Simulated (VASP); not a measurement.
# FePbO3 (Pm-3m) in VASP: density of states with LDA

Aim: the density of states of FePbO3 with LDA.

Everything below comes from runs of VASP 6.6.1. Logs are shortened: lines on timing, memory, paths and dates and some standing lists are left out, and cuts for length are marked.

**1. The cell of the first run**

Symmetry: Pm-3m, No. 221, cubic system. The conventional cell has a = 3.959 Å, b = 3.959 Å, c = 3.959 Å, α = 90.00°, β = 90.00°, γ = 90.00°. Fe (site symmetry m-3m) has 6 O at 1.98 Å within 2.6 Å. O (site symmetry 4/mmm) has 2 Fe at 1.98 Å within 2.6 Å. Pb (site symmetry m-3m) has 12 O at 2.80 Å and 8 Fe at 3.43 Å within 3.7 Å.

**2. Density of states, LDA, collinear spin, ferromagnetic start**

The input, POSCAR:

```
FePbO3
1.0
    3.9593261700      0.0000000000      0.0000000000
    0.0000000000      3.9593261700      0.0000000000
    0.0000000000      0.0000000000      3.9593261700
Fe O Pb
1 3 1
Direct
    0.0000000000      0.0000000000      0.0000000000
    0.5000000000      0.0000000000      0.0000000000
    0.0000000000      0.5000000000      0.0000000000
    0.0000000000      0.0000000000      0.5000000000
    0.5000000000      0.5000000000      0.5000000000
```

The input, INCAR.step1:

```
PREC     = Accurate       # precision mode
ENCUT    = 520            # plane-wave cutoff, eV
EDIFF    = 1E-6           # SCF threshold, eV
ISMEAR   = 0              # smearing method
SIGMA    = 0.0187         # smearing width, eV
LREAL    = False          # projectors in reciprocal space
LASPH    = True           # aspherical terms in the spheres
NELM     = 150            # most SCF steps
ALGO     = Normal         # electronic algorithm
ISIF     = 2              # what is computed and relaxed
LWAVE    = False          # write WAVECAR
LCHARG   = True           # write CHGCAR
ISPIN    = 2              # spin polarisation
MAGMOM   = 4 0 0 0 0      # initial moments
LMAXMIX  = 4              # l up to which the mixer works
NBANDS   = 32             # bands
```

The input, KPOINTS.step1:

```
regular mesh
0
Gamma
  6 6 6
```

The input, INCAR.step2:

```
PREC     = Accurate       # precision mode
ENCUT    = 520            # plane-wave cutoff, eV
EDIFF    = 1E-6           # SCF threshold, eV
ISMEAR   = -5             # smearing method
SIGMA    = 0.0187         # smearing width, eV
LREAL    = False          # projectors in reciprocal space
LASPH    = True           # aspherical terms in the spheres
NELM     = 150            # most SCF steps
ALGO     = Normal         # electronic algorithm
ISIF     = 2              # what is computed and relaxed
LWAVE    = False          # write WAVECAR
LCHARG   = False          # write CHGCAR
ISPIN    = 2              # spin polarisation
MAGMOM   = 4 0 0 0 0      # initial moments
LORBIT   = 11             # projections on sites
LMAXMIX  = 4              # l up to which the mixer works
NBANDS   = 32             # bands
NEDOS    = 1001           # points of the DOS
ICHARG   = 11             # starting density
```

The input, KPOINTS.step2:

```
regular mesh
0
Gamma
  9 9 9
```

Potentials or basis: VASP PAW LDA potentials, release 64 (Fe, O, Pb_d).

Command:

```console
$ cat potpaw_LDA.64/Fe/POTCAR potpaw_LDA.64/O/POTCAR potpaw_LDA.64/Pb_d/POTCAR > POTCAR
$ cp INCAR.step1 INCAR
$ cp KPOINTS.step1 KPOINTS
$ mpirun -np 1 vasp_std > vasp.out
$ cp INCAR.step2 INCAR
$ cp KPOINTS.step2 KPOINTS
$ mpirun -np 1 vasp_std > vasp.out
```

OUTCAR:

```text
PREC = Accurate
   ENCUT = 520
   EDIFF = 1E-6
   ISMEAR = -5
   LREAL = False
   LASPH = True
   NELM = 150
   ISIF = 2
   ISPIN = 2
   LORBIT = 11
   ICHARG = 11

 ion  position               nearest neighbor table
   1  0.000  0.000  0.000-   2 1.98   3 1.98   4 1.98   4 1.98   3 1.98   2 1.98   5 3.43   5 3.43
                             5 3.43   5 3.43   5 3.43   5 3.43   5 3.43   5 3.43
   2  0.500  0.000  0.000-   1 1.98   1 1.98   5 2.80   5 2.80   5 2.80   5 2.80
   3  0.000  0.500  0.000-   1 1.98   1 1.98   5 2.80   5 2.80   5 2.80   5 2.80
   4  0.000  0.000  0.500-   1 1.98   1 1.98   5 2.80   5 2.80   5 2.80   5 2.80
   5  0.500  0.500  0.500-   2 2.80   3 2.80   4 2.80   2 2.80   3 2.80   2 2.80   4 2.80   2 2.80
                             3 2.80   4 2.80   3 2.80   4 2.80   1 3.43   1 3.43   1 3.43   1 3.43

  LATTYP: Found a simple cubic cell.
 ALAT       =     3.9593261700

  Lattice vectors:

 A1 = (   3.9593261700,   0.0000000000,   0.0000000000)
 A2 = (   0.0000000000,   3.9593261700,   0.0000000000)
 A3 = (   0.0000000000,   0.0000000000,   3.9593261700)

Analysis of symmetry for initial positions (statically):
=====================================================================
 Subroutine PRICEL returns:
 Original cell was already a primitive cell.

 Routine SETGRP: Setting up the symmetry group for a
 simple cubic supercell.

 Subroutine GETGRP returns: Found 48 space group operations
 (whereof 48 operations were pure point group operations)
 out of a pool of 48 trial point group operations.

The static configuration has the point symmetry O_h .

Analysis of symmetry for dynamics (positions and initial velocities):
=====================================================================
 Subroutine PRICEL returns:
 Original cell was already a primitive cell.

 Routine SETGRP: Setting up the symmetry group for a
 simple cubic supercell.

 Subroutine GETGRP returns: Found 48 space group operations
 (whereof 48 operations were pure point group operations)
 out of a pool of 48 trial point group operations.

The dynamic configuration has the point symmetry O_h .

Analysis of structural, dynamic, and magnetic symmetry:
=====================================================================
 Subroutine PRICEL returns:
 Original cell was already a primitive cell.

[... 137 lines left out ...]
  Fermi-wavevector in a.u.,A,eV,Ry     =   1.414079  2.672221 27.206458  1.999618
  Thomas-Fermi vector in A             =   2.535658
   LORBIT       =     11    0 simple, 1 ext, 2 COOP (PROOUT), +10 PAW based schemes
   GGA     = CA    functional components
   LHFCALC =     F    Hartree Fock is set to
   AEXX    =    0.0000 exact exchange contribution
   IVDW    =     0    specifies the selected vdW correction
   LEPSILON=     F    determine dielectric tensor
   LRPA    =     F    only Hartree local field effects (RPA)
 spin polarized calculation
 Fermi weights with tetrahedron method with Bloechl corrections
  energy-cutoff  :      520.00
  volume of cell :       62.07
 maximum number of plane-waves:      1743
 NGX is ok and might be reduce to    30

 number of electron      39.9999992 magnetization       3.4998056

 Free energy of the ion-electron system (eV)
  ---------------------------------------------------
  ext. energy  EPLUGINS =         0.00000000
  ---------------------------------------------------
  free energy    TOTEN  =       -35.94753250 eV

  energy without entropy =      -35.94753250  energy(sigma->0) =      -35.94753250

 E-fermi :   4.6982     XC(G=0): -11.8907

 val. band max:        4.6945904747   @ k =   0.2222   0.1111   0.1111
 cond. band min:       4.6497861545   @ k =   0.1111   0.1111   0.1111
 fundamental gap:     -0.0448043202
 Fermi energy:         4.6981875527

 spin component 1

 k-point     1 :       0.0000    0.0000    0.0000
  band No.  band energies     occupation
      1     -13.5109      1.00000
      2     -12.0534      1.00000
      3     -12.0534      1.00000
      4     -10.7952      1.00000
      5     -10.7952      1.00000
      6     -10.7952      1.00000
[... 829 lines left out ...]
     31      18.8148      0.00000
     32      20.1863      0.00000

 [... further k-points ...]

 spin component 2

 k-point     1 :       0.0000    0.0000    0.0000
  band No.  band energies     occupation
      1     -13.2176      1.00000
      2     -11.7702      1.00000
      3     -11.7702      1.00000
      4     -10.7819      1.00000
      5     -10.7819      1.00000
      6     -10.7819      1.00000
[... 829 lines left out ...]
     31      19.0901      0.00000
     32      20.4229      0.00000

 [... further k-points ...]
[... 5 lines left out ...]
  --------------------------------------------------------------------------------------
  -------------------------------------------------------------------------------------
  Total       -7.3591721     -7.3591721     -7.3591721     -0.0000000      0.0000000     -0.0000000
  in kB     -189.9659214   -189.9659214   -189.9659214     -0.0000000      0.0000000     -0.0000000
  external PRESSURE =    -189.9659214 kB  Pullay stress =       0.0000000 kB

 VOLUME and BASIS-vectors are now :
 -----------------------------------------------------------------------------
  energy-cutoff  :      520.00
  volume of cell :       62.07
      direct lattice vectors                 reciprocal lattice vectors
     3.959326170  0.000000000  0.000000000     0.252568229  0.000000000  0.000000000
     0.000000000  3.959326170  0.000000000     0.000000000  0.252568229  0.000000000
     0.000000000  0.000000000  3.959326170     0.000000000  0.000000000  0.252568229

 POSITION                                       TOTAL-FORCE (eV/Angst)
 -----------------------------------------------------------------------------------
      0.00000      0.00000      0.00000         0.000000      0.000000      0.000000
      1.97966      0.00000      0.00000         0.000000      0.000000      0.000000
      0.00000      1.97966      0.00000         0.000000      0.000000      0.000000
      0.00000      0.00000      1.97966         0.000000      0.000000      0.000000
      1.97966      1.97966      1.97966         0.000000      0.000000      0.000000
 -----------------------------------------------------------------------------------
    total drift:                                0.000000     -0.000000      0.000000

  FREE ENERGIE OF THE ION-ELECTRON SYSTEM (eV)
  ---------------------------------------------------
  free  energy   TOTEN  =       -35.9475324967 eV

  energy  without entropy=      -35.9475324967  energy(sigma->0) =      -35.94753250

 total charge

# of ion       s       p       d       tot
------------------------------------------
    1        0.380   0.572   5.984   6.936
    2        1.564   3.320   0.000   4.884
    3        1.564   3.320   0.000   4.884
    4        1.564   3.320   0.000   4.884
    5        1.512   0.343   9.854  11.708
--------------------------------------------------
tot          6.585  10.874  15.838  33.297

 magnetization (x)

# of ion       s       p       d       tot
------------------------------------------
    1        0.014   0.014   2.765   2.792
    2        0.010   0.161   0.000   0.171
    3        0.010   0.161   0.000   0.171
    4        0.010   0.161   0.000   0.171
    5        0.020   0.013   0.002   0.035
--------------------------------------------------
tot          0.064   0.508   2.767   3.339
```

Wall time 3.3 min (1 thread of AMD EPYC 7R13, shared host); peak memory 0.2 GiB.

Results:

* Net moment: 3.50 μB per cell
* Site moments: Fe +2.79; O +0.17; Pb +0.04 μB
* Valence electrons inside the program's atomic spheres: Fe 6.94; O 4.88; Pb 11.71

Levels at points of the mesh, in eV from the Fermi level:
Spin up:
```csv
k point,band 18,band 19,band 20,band 21,band 22,band 23,band 24,band 25,band 26,band 27
"(0.00, 0.00, 0.00)",-1.73,-1.73,-1.73,-1.51,-1.51,-1.51,7.24,7.24,7.24,8.37
```
Spin down:
| k point | band 14 | band 15 | band 16 | band 17 | band 18 | band 19 | band 20 | band 21 | band 22 | band 23 |
| --- | --- | --- | --- | --- | --- | --- | --- | --- | --- | --- |
| (0.00, 0.00, 0.00) | -1.36 | -1.36 | -1.24 | -1.24 | -1.24 | -0.52 | -0.52 | -0.52 | 0.38 | 0.38 |

Caveat: spin-orbit coupling is left out, which moves the levels of the heavy elements; a cell with one magnetic atom can't hold antiferromagnetic order, which such compounds often take; semilocal functionals often make such compounds metallic where correlation or magnetic order opens a gap, which also shifts bond lengths; tetrahedron occupations give inexact forces and stress in metals.
